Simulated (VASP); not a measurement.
CuI:

```
Cu I
1.0
     3.03150    3.03150    0.00000
    -3.03150    3.03150    0.00000
     0.00000    3.03150    3.03150
Cu I
1 1
Direct
  0.75000 0.25000 0.50000
  0.00000 0.00000 0.00000
```

* Program: VASP 6.6.1
* Task: relaxation of cell and atoms
* Functional: PBEsol
* Potentials or basis: VASP PAW PBE potentials, release 64 (Cu, I)
* Cutoff: 600 eV
* k mesh: 10 × 10 × 10
* Occupations: fermi-dirac, width 0.1 eV
* Spin: no spin polarisation

At the start: pressure -2.4 GPa; volume 27.86 Å³/atom.

Question: Where does the relaxation end?

Answer: Over 3 steps the energy falls by 13.3 meV/atom and the volume is 26.26 Å³/atom (-5.7 %); space group F-43m (No. 216, to 0.1 Å) before and after.

The path:
```
step  energy change (eV)  largest force (eV/Å)  pressure (GPa)  volume (Å³)
   1              0.0000                0.0000           -2.42        55.72
   2             -0.0266                0.0000            0.13        52.39
   3             -0.0266                0.0000           -0.01        52.52
```

Final structure:
```xyz
2
Lattice="2.9723 2.9723 0.0000 -2.9723 2.9723 0.0000 0.0000 2.9723 2.9723" Properties=species:S:1:pos:R:3 pbc="T T T"
Cu    1.4862    4.4585    1.4862
I     0.0000    0.0000    0.0000
```

Caveat: the PAW data sets were made with another functional, which shifts forces and pressure a little.
